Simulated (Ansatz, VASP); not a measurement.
**FePt: VASP beside Ansatz**

The input INCAR:

```
SYSTEM = FePt
PREC = Accurate
ENCUT = 520
EDIFF = 1E-8
ISMEAR = -1
SIGMA = 0.05
LREAL = .FALSE.
LASPH = .TRUE.
NELM = 150
ALGO = Normal
ISIF = 2
LWAVE = .FALSE.
LCHARG = .FALSE.
ISPIN = 2
MAGMOM = 3 0
LORBIT = 11
LMAXMIX = 4
GGA = PE
LEFG = .TRUE.
NBANDS = 20
```

The input KPOINTS:

```
regular mesh
0
G
  12 12 9
  0 0 0
```

The input POSCAR:

```
FePt
1.0
    2.7750333174      0.0000000000      0.0000000000
    0.0000000000      2.7750333174      0.0000000000
    0.0000000000      0.0000000000      3.7725674430
Fe Pt
1 1
Direct
    0.5000000000      0.5000000000      0.5000000000
    0.0000000000      0.0000000000      0.0000000000
```

Input for Ansatz:

```yaml
crystal:
  lattice:
    - [2.7750333174, 0.0, 0.0]
    - [0.0, 2.7750333174, 0.0]
    - [0.0, 0.0, 3.772567443]
  atoms:
    - { symbol: Fe, position: [0.5, 0.5, 0.5], spin: 3.0 }
    - { symbol: Pt, position: [0.0, 0.0, 0.0] }
magnetization:
  spin_polarized: true
kpoints:
  mp_grid: { grid: [12, 12, 9] }
scf:
  occupations: { method: fermi_dirac, width: 0.05 }
hamiltonian:
  xc: pbe
  pseudopotentials: { kind: all_electron, datasets: crystal }
output:
  forces: true
  stress: true
  eigenvalues: true
  efg: { contact_densities: true }
```

Change from the starting cell: volume scaled by 1.06, crystal datasets.

Alike in both runs: task electric field gradients; functional PBE; k mesh 12 × 12 × 9; occupations fermi-dirac, width 0.05 eV; collinear spin.

```csv
,VASP,Ansatz
version,VASP 6.6.1,Ansatz 0.2.0
potentials or method,"VASP PAW PBE potentials, release 64 (Fe, Pt), cutoff 520 eV","all-electron PAW with datasets made for the crystal, scalar-relativistic"
```

VASP gave:

- pressure (GPa): -6.8
- traceless stress, the component that is largest in VASP (GPa): 0.90
- net moment per atom (μB): 1.69
- size of the moment on the site where the two differ most (μB): 0.34
- size of Vzz on the site where it differs most (V/Å²): 66.6

**Question.** Estimate Ansatz's values.

**Answer.** Pressure (GPa): -6.4; traceless stress, the component that is largest in VASP (GPa): 0.89; net moment per atom (μB): 1.69; size of the moment on the site where the two differ most (μB): 0.40; size of Vzz on the site where it differs most (V/Å²): 41.4.

Site moments also hang on the region over which each program counts them. Ansatz ran all-electron here, and VASP with PAW potentials.

Spin-orbit coupling is off throughout.
